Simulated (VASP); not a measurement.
# ZnO (Cmmm) in VASP: further runs, part 2 of 2

VASP 6.6.1. Earlier steps stand in the parts before.

### Step 4. Single point, PBEsol+D3(BJ)

This run uses another cell than the first one, of 11.05 Å³/atom, 0.770 times its volume.

Input file INCAR:

```
SYSTEM = ZnO
PREC = Accurate
ENCUT = 520
EDIFF = 1E-6
ISMEAR = -1
SIGMA = 0.05
LREAL = .False.
LASPH = .True.
NELM = 80
ALGO = Normal
ISIF = 2
LWAVE = .False.
LCHARG = .False.
GGA = PS
IVDW = 12
NBANDS = 16
```

Input file KPOINTS:

```
regular mesh
0
Gamma
  10 10 9
  0 0 0
```

Input file POSCAR:

```
ZnO
1.0
    1.4378281959     -2.7797614236      0.0000000000
    1.4378281959      2.7797614236      0.0000000000
    0.0000000000      0.0000000000      2.7643192171
Zn O
1 1
Direct
    0.0000000000      0.0000000000      0.0000000000
    0.5000000000      0.5000000000      0.5000000000
```

Potentials or basis: VASP PAW PBE potentials, release 64 (Zn, O).

Run with:

```sh
$ cat potpaw_PBE.64/Zn/POTCAR potpaw_PBE.64/O/POTCAR > POTCAR
$ mpirun -np 1 vasp_std > vasp.out
```

OUTCAR:

```text
SYSTEM = ZnO
   PREC = Accurate
   ENCUT = 520
   EDIFF = 1E-6
   ISMEAR = -1
   LREAL = .False.
   LASPH = .True.
   NELM = 80
   ISIF = 2
   GGA = PS
   IVDW = 12
 IVDW          = 12

 ion  position               nearest neighbor table
   1  0.000  0.000  0.000-   2 1.99   2 1.99   2 1.99   2 1.99
   2  0.500  0.500  0.500-   1 1.99   1 1.99   1 1.99   1 1.99

  LATTYP: Found a base centered orthorhombic cell.
 ALAT       =     2.8756563918
 B/A-ratio  =     1.9333056839
 C/A-ratio  =     0.9612828657

  Lattice vectors:

 A1 = (   1.4378281959,  -2.7797614236,   0.0000000000)
 A2 = (   1.4378281959,   2.7797614236,   0.0000000000)
 A3 = (   0.0000000000,   0.0000000000,   2.7643192171)

Analysis of symmetry for initial positions (statically):
=====================================================================
 Subroutine PRICEL returns:
 Original cell was already a primitive cell.

 Routine SETGRP: Setting up the symmetry group for a
 base centered orthorhombic supercell.

 Subroutine GETGRP returns: Found  8 space group operations
 (whereof  8 operations were pure point group operations)
 out of a pool of  8 trial point group operations.

The static configuration has the point symmetry D_2h.

Analysis of symmetry for dynamics (positions and initial velocities):
=====================================================================
 Subroutine PRICEL returns:
 Original cell was already a primitive cell.

 Routine SETGRP: Setting up the symmetry group for a
 base centered orthorhombic supercell.

 Subroutine GETGRP returns: Found  8 space group operations
 (whereof  8 operations were pure point group operations)
 out of a pool of  8 trial point group operations.

The dynamic configuration has the point symmetry D_2h.

 Subroutine INISYM returns: Found  8 space group operations
 (whereof  8 operations are pure point group operations),
 and found     1 'primitive' translations

----------------------------------------------------------------------------------------

                                     Primitive cell

  volume of cell :      22.0970

  direct lattice vectors                    reciprocal lattice vectors
     1.437828196 -2.779761424  0.000000000     0.347746693 -0.179871551  0.000000000
     1.437828196  2.779761424  0.000000000     0.347746693  0.179871551  0.000000000
     0.000000000  0.000000000  2.764319217     0.000000000  0.000000000  0.361752722

  length of vectors
     3.129604367  3.129604367  2.764319217     0.391511861  0.391511861  0.361752722

  position of ions in fractional coordinates (direct lattice)
     0.000000000  0.000000000  0.000000000
     0.500000000  0.500000000  0.500000000

  ion indices of the primitive-cell ions
   primitive index   ion index
                 1           1
                 2           2

----------------------------------------------------------------------------------------

 KPOINTS: regular mesh

Automatic generation of k-mesh.
 Grid dimensions read from file:
 generate k-points for:   10   10    9

 Generating k-lattice:

  Cartesian coordinates                     Fractional coordinates (reciprocal lattice)
     0.034774669 -0.017987155  0.000000000     0.100000000  0.000000000  0.000000000
     0.034774669  0.017987155  0.000000000     0.000000000  0.100000000  0.000000000
     0.000000000  0.000000000  0.040194747     0.000000000  0.000000000  0.111111111

  Length of vectors
     0.039151186  0.039151186  0.040194747

  Shift w.r.t. Gamma in fractional coordinates (k-lattice)
     0.000000000  0.000000000  0.000000000

 Subroutine IBZKPT returns following result:
 ===========================================

 Found    155 irreducible k-points:

 Following reciprocal coordinates:
            Coordinates               Weight
  0.000000  0.000000  0.000000      1.000000
  0.100000  0.000000  0.000000      4.000000
  0.200000  0.000000  0.000000      4.000000
  0.300000 -0.000000  0.000000      4.000000
  0.400000  0.000000  0.000000      4.000000
  0.500000 -0.000000  0.000000      2.000000
[... 16 lines left out ...]
  0.300000  0.300000  0.000000      2.000000
  0.400000  0.300000  0.000000      4.000000
 [... further k-points ...]
   k-points           NKPTS =    155   k-points in BZ     NKDIM =    155   number of bands    NBANDS=     16
   number of dos      NEDOS =    301   number of ions     NIONS =      2
   total plane-waves  NPLWV =  13824
   dimension x,y,z NGX =    24 NGY =   24 NGZ =   24
   dimension x,y,z NGXF=    48 NGYF=   48 NGZF=   48
   ions per type =               1   1
   NGX,Y,Z   is equivalent  to a cutoff of  12.75, 12.75, 14.43 a.u.
   NGXF,Y,Z  is equivalent  to a cutoff of  25.50, 25.50, 28.87 a.u.
 SYSTEM =  ZnO
   PREC   = accura    normal or accurate (medium, high low for compatibility)
   ISTART =      0    job   : 0-new  1-cont  2-samecut
   ICHARG =      2    charge: 1-file 2-atom 10-const
   ISPIN  =      1    spin polarized calculation?
   LNONCOLLINEAR =      F non collinear calculations
   LSORBIT =      F    spin-orbit coupling
   LASPH  =      T    aspherical Exc in radial PAW
   ENCUT  =  520.0 eV  38.22 Ry    6.18 a.u.   5.82  5.82  5.14*2*pi/ulx,y,z
   NELM   =     80;   NELMIN=  2; NELMDL= -5     # of ELM steps
   EDIFF  = 0.1E-05   stopping-criterion for ELM
   LREAL  =      F    real-space projection
   EDIFFG = 0.1E-04   stopping-criterion for IOM
   NSW    =      0    number of steps for IOM
   IBRION =     -1    ionic relax: 0-MD 1-quasi-New 2-CG
   NFREE  =      0    steps in history (QN), initial steepest desc. (CG)
   ISIF   =      2    stress and relaxation
   ISYM   =      2    0-nonsym 1-usesym 2-fastsym
   POTIM  = 0.5000    time-step for ionic-motion
   TEBEG  =    0.0;   TEEND  =   0.0 temperature during run
   PSTRESS=    0.0 pullay stress
   NELECT =      18.0000    total number of electrons
   NUPDOWN=      -1.0000    fix difference up-down
   EMIN   =  10.00;   EMAX   =-10.00  energy-range for DOS
   EFERMI =   0.00;   METHOD = LEGACY
   ISMEAR =    -1;   SIGMA  =   0.05  broadening in eV -4-tet -1-fermi 0-gaus
   EFERMI_NEDOS =   21; number of points for ismear=-14 and -15
   IALGO  =     38    algorithm
   IMIX   =      4    mixing-type and parameters
     AMIX     =   0.40;   BMIX     =  1.00
     AMIX_MAG =   1.60;   BMIX_MAG =  1.00
  volume/ion in A,a.u.               =      11.05        74.56
  Fermi-wavevector in a.u.,A,eV,Ry     =   1.528932  2.889262 31.805418  2.337632
  Thomas-Fermi vector in A             =   2.636622
   LORBIT       =      0    0 simple, 1 ext, 2 COOP (PROOUT), +10 PAW based schemes
   GGA     = PS    functional components
   LHFCALC =     F    Hartree Fock is set to
   AEXX    =    0.0000 exact exchange contribution
   IVDW    =    12    specifies the selected vdW correction
   LEPSILON=     F    determine dielectric tensor
   LRPA    =     F    only Hartree local field effects (RPA)
 non-spin polarized calculation
  energy-cutoff  :      520.00
  volume of cell :       22.10
 maximum number of plane-waves:       608
   NGX = 11   NGY = 11   NGZ = 11

 number of electron      17.9999999 magnetization

 Free energy of the ion-electron system (eV)
  ---------------------------------------------------
  ext. energy  EPLUGINS =         0.00000000
  ---------------------------------------------------
  free energy    TOTEN  =        -8.91463141 eV

  energy without entropy =       -8.91412444  energy(sigma->0) =       -8.91437793

 E-fermi :   2.6343     XC(G=0): -11.7150

 val. band max:        2.4979694083   @ k =   0.0000   0.0000   0.4444
 cond. band min:       2.8184855986   @ k =  -0.1000   0.1000   0.0000
 fundamental gap:      0.3205161903
 Fermi energy:         2.6343326837

 k-point     1 :       0.0000    0.0000    0.0000
  band No.  band energies     occupation
      1     -16.6319      2.00000
      2      -3.9406      2.00000
      3      -3.6899      2.00000
      4      -3.4204      2.00000
      5      -3.1445      2.00000
      6      -3.0156      2.00000
[... 8 lines left out ...]
     15      19.6511      0.00000
     16      23.1812      0.00000
[... 419 lines left out ...]
 k-point    24 :       0.4000    0.3000    0.0000
  band No.  band energies     occupation
      1     -15.5895      2.00000
      2      -5.0179      2.00000
      3      -4.1589      2.00000
      4      -4.0713      2.00000
      5      -3.2515      2.00000
      6      -3.2428      2.00000
[... 8 lines left out ...]
     15      22.5976      0.00000
     16      23.5824      0.00000

 [... further k-points ...]

------------------------ aborting loop because EDIFF is reached ----------------------------------------

 Edisp (eV)   -0.39432

 E8    (eV) :    -0.2360

  FORCE on cell =-STRESS in cart. coord.  units (eV):
  Direction    XX          YY          ZZ          XY          YZ          ZX
  --------------------------------------------------------------------------------------
  -------------------------------------------------------------------------------------
  Total       0.25900    -0.01883     0.24485     0.00000     0.00000     0.00000
  in kB      18.77896    -1.36538    17.75360     0.00000     0.00000     0.00000
  external pressure =       11.72 kB  Pullay stress =        0.00 kB

 VOLUME and BASIS-vectors are now :
 -----------------------------------------------------------------------------
  energy-cutoff  :      520.00
  volume of cell :       22.10
      direct lattice vectors                 reciprocal lattice vectors
     1.437828196 -2.779761424  0.000000000     0.347746693 -0.179871551  0.000000000
     1.437828196  2.779761424  0.000000000     0.347746693  0.179871551  0.000000000
     0.000000000  0.000000000  2.764319217     0.000000000  0.000000000  0.361752722

 POSITION                                       TOTAL-FORCE (eV/Angst)
 -----------------------------------------------------------------------------------
      0.00000      0.00000      0.00000         0.000000      0.000000      0.000000
      1.43783      0.00000      1.38216         0.000000     -0.000000      0.000000
 -----------------------------------------------------------------------------------
    total drift:                                0.000000     -0.000000     -0.000000

  FREE ENERGIE OF THE ION-ELECTRON SYSTEM (eV)
  ---------------------------------------------------
  free  energy   TOTEN  =        -9.3089547650 eV

  energy  without entropy=       -9.3084478041  energy(sigma->0) =       -9.30870128
```

stdout:

```text
POSCAR found type information on POSCAR ZnO
 POSCAR found :  2 types and       2 ions
 scaLAPACK will be used
 -----------------------------------------------------------------------------
|                                                                             |
|                                                                             |
|     You enforced a specific xc type in the INCAR file but a different       |
|     I HOPE YOU KNOW WHAT YOU ARE DOING!                                     |
|                                                                             |
 -----------------------------------------------------------------------------

 LDA part: xc-table for (Slater+PW92), standard interpolation
 POSCAR, INCAR and KPOINTS ok, starting setup
 FFT: planning ... GRIDC
 FFT: planning ... GRID_SOFT
 FFT: planning ... GRID
 WAVECAR not read
 entering main loop
```

Run time: 13 s. Hardware: 1 thread of Intel Xeon 6975P-C (Granite Rapids), shared host; peak memory 0.18 GiB.

What came out:

```
Free energy                : -9.3090 eV
Pressure                   : 1.2 GPa
Band gap on the k mesh     : zero (band 9 reaches 2.50 eV, above the bottom of band 10 at 2.23 eV)
Dispersion energy per atom : -0.197 eV
```

Caveat: the PAW data sets were made with another functional, which shifts forces and pressure a little; pairwise dispersion overbinds metals, which lowers pressure and volume.

### Step 5. The runs side by side

| level | cell | k mesh | grid for exact exchange (PRECFOCK) | share of exact exchange | gap on the mesh (eV) | pressure (GPa) |
| --- | --- | --- | --- | --- | --- | --- |
| PBEsol-based global hybrid | a = 3.807, b = 3.807, c = 2.838 Å, angles 90.0, 90.0, 135.8°, 2 atoms | 5 × 5 × 5 | Normal | 0.25 | 2.16 | -6.2 |
| RPBE+D3(BJ) | a = 2.823, b = 2.823, c = 2.720 Å, angles 90.0, 90.0, 116.2°, 2 atoms | 10 × 10 × 9 | - | - | none | 1.4 |
| PBEsol+D3(BJ) | a = 3.130, b = 3.130, c = 2.764 Å, angles 90.0, 90.0, 125.3°, 2 atoms | 10 × 10 × 9 | - | - | none | 1.2 |

Alike in all rows: task single point; potentials or basis VASP PAW PBE potentials, release 64 (Zn, O); no spin polarisation; cutoff (eV) 520; smearing fermi-dirac 0.05 eV.

Caveats: some runs use coarse meshes; the PAW data sets were made with another functional, which shifts forces and pressure a little; pairwise dispersion overbinds metals, which lowers pressure and volume (some runs).

Total energies depend on the potentials used, so only differences within one code and one set of settings carry meaning.
